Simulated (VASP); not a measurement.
Set up this calculation in VASP 6.6.1, as the native input.

```
Task                   : single point
Functional             : r2SCAN
Potentials or basis    : VASP PAW PBE potentials, release 64 (Rh_sv_GW)
Cutoff                 : 680 eV
k mesh                 : 9 × 9 × 9
Occupations            : fermi-dirac, width 0.1 eV
Spin                   : no spin polarisation
Dipole correction      : no
Further INCAR settings : ALGO = Normal; EDIFF = 1e-06; NBANDS = 14
```

The system is Rh.

```
CELL_PARAMETERS angstrom
0.00000 1.90081 1.90081
1.90081 0.00000 1.90081
1.90081 1.90081 0.00000
ATOMIC_POSITIONS crystal
Rh 0.00000 0.00000 0.00000
```

The input as run:

POSCAR

```
Rh
1.0
    0.0000000000      1.9008071574      1.9008071574
    1.9008071574      0.0000000000      1.9008071574
    1.9008071574      1.9008071574      0.0000000000
Rh
1
Direct
    0.0000000000      0.0000000000      0.0000000000
```

INCAR.step1

```
SYSTEM = Rh
PREC = Accurate
ENCUT = 680
ISMEAR = -1
SIGMA = 0.1
LREAL = .False.
LASPH = .True.
NELM = 120
NBANDS = 14
GGA = PE
ALGO = Normal
EDIFF = 1E-5
LWAVE = .True.
LCHARG = .False.
GGA_COMPAT = .False.
```

INCAR.step2

```
SYSTEM = Rh
PREC = Accurate
ENCUT = 680
EDIFF = 1E-6
ISMEAR = -1
SIGMA = 0.1
LREAL = .False.
LASPH = .True.
NELM = 120
ALGO = Normal
ISIF = 2
LWAVE = .False.
LCHARG = .True.
METAGGA = R2SCAN
LMIXTAU = .True.
LELF = .True.
LVHAR = .True.
NBANDS = 14
ISTART = 1
GGA_COMPAT = .False.
```

KPOINTS

```
Automatic mesh
0
Gamma
  9 9 9
  0 0 0
```

Potentials or basis: VASP PAW PBE potentials, release 64 (Rh_sv_GW).

Run with:

```bash
$ cat potpaw_PBE.64/Rh_sv_GW/POTCAR > POTCAR
$ cp INCAR.step1 INCAR
$ mpirun -np 1 vasp_std > vasp.out
$ cp INCAR.step2 INCAR
$ mpirun -np 1 vasp_std > vasp.out
```

Results of the run:

```yaml
Pressure: 0.2 GPa
Band_gap_on_the_k_mesh: zero (an odd number of electrons rules out a gap without spin polarisation)
```

Caveat: the PAW data sets were made with another functional, which shifts forces and pressure a little.

Run time: 23 s on 1 thread of Intel(R) Xeon(R) Platinum 8488C (Sapphire Rapids) (shared host), peak memory 0.15 GiB.
